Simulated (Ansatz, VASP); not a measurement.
## ZnCd2Se3: VASP beside Ansatz

The input INCAR:

```
SYSTEM = ZnCd2Se3
PREC = Accurate ; ENCUT = 520
EDIFF = 1E-6 ; ISMEAR = 0
SIGMA = 0.1 ; LREAL = .False.
LASPH = .True. ; NELM = 80
ALGO = Normal ; ISIF = 2
LWAVE = .False. ; LCHARG = .False.
GGA = PE ; NBANDS = 66
```

KPOINTS

```
Automatic mesh
0
Gamma
  6 6 1
  0 0 0
```

File POSCAR:

```
ZnCd2Se3
1.0
    4.2620253000      0.0000000000      0.0000000000
   -2.1310126000      3.6910221000      0.0000000000
    0.0000000000      0.0000000000     21.0884345000
Zn Cd Se
2 4 6
Direct
    0.3333333000      0.6666667000      0.6680060000
    0.6666667000      0.3333333000      0.1680060000
    0.3333333000      0.6666667000      0.0062530000
    0.3333333000      0.6666667000      0.3324610000
    0.6666667000      0.3333333000      0.5062530000
    0.6666667000      0.3333333000      0.8324610000
    0.3333333000      0.6666667000      0.1333440000
    0.3333333000      0.6666667000      0.4591140000
    0.3333333000      0.6666667000      0.7858210000
    0.6666667000      0.3333333000      0.2858210000
    0.6666667000      0.3333333000      0.6333440000
    0.6666667000      0.3333333000      0.9591140000
```

Input for Ansatz:

```yaml
crystal:
  lattice:
    - [4.2620253, 0.0, 0.0]
    - [-2.1310126, 3.6910221, 0.0]
    - [0.0, 0.0, 21.0884345]
  atoms:
    - { symbol: Zn, position: [0.3333333, 0.6666667, 0.668006] }
    - { symbol: Zn, position: [0.6666667, 0.3333333, 0.168006] }
    - { symbol: Cd, position: [0.3333333, 0.6666667, 0.006253] }
    - { symbol: Cd, position: [0.3333333, 0.6666667, 0.332461] }
    - { symbol: Cd, position: [0.6666667, 0.3333333, 0.506253] }
    - { symbol: Cd, position: [0.6666667, 0.3333333, 0.832461] }
    - { symbol: Se, position: [0.3333333, 0.6666667, 0.133344] }
    - { symbol: Se, position: [0.3333333, 0.6666667, 0.459114] }
    - { symbol: Se, position: [0.3333333, 0.6666667, 0.785821] }
    - { symbol: Se, position: [0.6666667, 0.3333333, 0.285821] }
    - { symbol: Se, position: [0.6666667, 0.3333333, 0.633344] }
    - { symbol: Se, position: [0.6666667, 0.3333333, 0.959114] }
basis:
  ecutwfc: 420
kpoints:
  mp_grid: { grid: [6, 6, 1] }
hamiltonian:
  xc: pbe
scf:
  occupations: { method: gaussian, width: 0.1 }
  lower_state_search: "off"
output:
  forces: true
  stress: true
  eigenvalues: true
```

Alike in both runs: task single point; functional PBE; k mesh 6 × 6 × 1; occupations gaussian, width 0.1 eV; no spin polarisation.

```csv
,VASP,Ansatz
version,VASP 6.6.1,Ansatz 0.2.0
potentials or method,"VASP PAW PBE potentials, release 64 (Zn, Cd, Se), cutoff 520 eV","scalar-relativistic, plane waves, PAW"
valence electrons in the cell,108,200
```

|  | VASP | Ansatz | Ansatz less VASP |
| --- | --- | --- | --- |
| gap on the k mesh at the Fermi level (eV) | 0.58 | 0.58 | +0.003 |
| least direct gap on the mesh (eV) | 0.58 | 0.58 | +0.003 |
| pressure (GPa) | 0.3 | 0.0 | -0.25 |
| rms of the force components (eV/Å) | 0.005 | 0.001 | -0.0042 |

Atom by atom the forces differ by 0.005 eV/Å (rms over components). VASP's potentials hold 108 valence electrons a cell and Ansatz's 200, so a difference there can come from the potentials and not from the codes.
